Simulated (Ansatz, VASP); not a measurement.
## Two plane-wave programs on Hf2O

The input INCAR:

```
SYSTEM = Hf2O
  PREC = Accurate
  ENCUT = 600
  EDIFF = 1E-7
  ISMEAR = 0
  SIGMA = 0.1
  LREAL = .False.
  LASPH = .True.
  NELM = 60
  ALGO = Normal
  ISIF = 3
  LWAVE = .False.
  LCHARG = .False.
  GGA = PE
  IBRION = 2
  NSW = 100
  EDIFFG = -0.01
```

The input KPOINTS:

```
regular mesh
0
Gamma
  6 6 6
  0 0 0
```

POSCAR

```
Hf2O
1.0
    5.5995952741      0.0000000000      0.0000000000
   -2.7997976370      4.8493917583      0.0000000000
    0.0000000000      0.0000000000      5.1554207728
Hf O
6 3
Direct
    0.6658607321      0.0000000000      0.7564492482
    0.6658607321      0.6658607321      0.2435507518
    0.0000000000      0.6658607321      0.7564492482
    0.3341392679      0.0000000000      0.2435507518
    0.3341392679      0.3341392679      0.7564492482
    0.0000000000      0.3341392679      0.2435507518
    0.0000000000      0.0000000000      0.0000000000
    0.3333333333      0.6666666667      0.5000000000
    0.6666666667      0.3333333333      0.5000000000
```

Input for Ansatz:

```yaml
crystal:
  lattice:
    - [5.5995952741, 0.0, 0.0]
    - [-2.799797637, 4.8493917583, 0.0]
    - [0.0, 0.0, 5.1554207728]
  atoms:
    - { symbol: Hf, position: [0.6658607321, 0.0, 0.7564492482] }
    - { symbol: Hf, position: [0.6658607321, 0.6658607321, 0.2435507518] }
    - { symbol: Hf, position: [0.0, 0.6658607321, 0.7564492482] }
    - { symbol: Hf, position: [0.3341392679, 0.0, 0.2435507518] }
    - { symbol: Hf, position: [0.3341392679, 0.3341392679, 0.7564492482] }
    - { symbol: Hf, position: [0.0, 0.3341392679, 0.2435507518] }
    - { symbol: O, position: [0.0, 0.0, 0.0] }
    - { symbol: O, position: [0.3333333333, 0.6666666667, 0.5] }
    - { symbol: O, position: [0.6666666667, 0.3333333333, 0.5] }
basis:
  ecutwfc: 420
kpoints:
  mp_grid: { grid: [6, 6, 6] }
hamiltonian:
  xc: pbe
scf:
  occupations: { method: gaussian, width: 0.1 }
output:
  forces: true
  stress: true
  eigenvalues: true
relax:
  adjacent_minimum: "off"
  f_tol: 0.01
  max_steps: 80
  cell: { stress_tol: 0.05 }
```

Alike in both runs: task relaxation of cell and atoms; functional PBE; k mesh 6 × 6 × 6; occupations gaussian, width 0.1 eV; no spin polarisation.

```csv
,VASP,Ansatz
version,VASP 6.6.1,Ansatz 0.2.0
potentials or method,"VASP PAW PBE potentials, release 64 (Hf_pv, O), cutoff 600 eV","scalar-relativistic, plane waves, PAW"
valence electrons in the cell,78,174
```

|  | VASP | Ansatz | Ansatz less VASP |
| --- | --- | --- | --- |
| gap on the k mesh at the Fermi level, each at its own relaxed structure (eV) | none | none | - |
| relaxed volume (Å³/atom) | 15.40 | 15.55 | +0.149 |
| relaxed cell length with the largest relative difference (Å) | 5.580 | 5.599 | +0.0191 |

A gap of «none» marks a metal or a gap that the smearing closes. VASP's potentials hold 78 valence electrons a cell and Ansatz's 174, so a difference there can come from the potentials and not from the codes.

Neither program's run includes spin-orbit coupling.
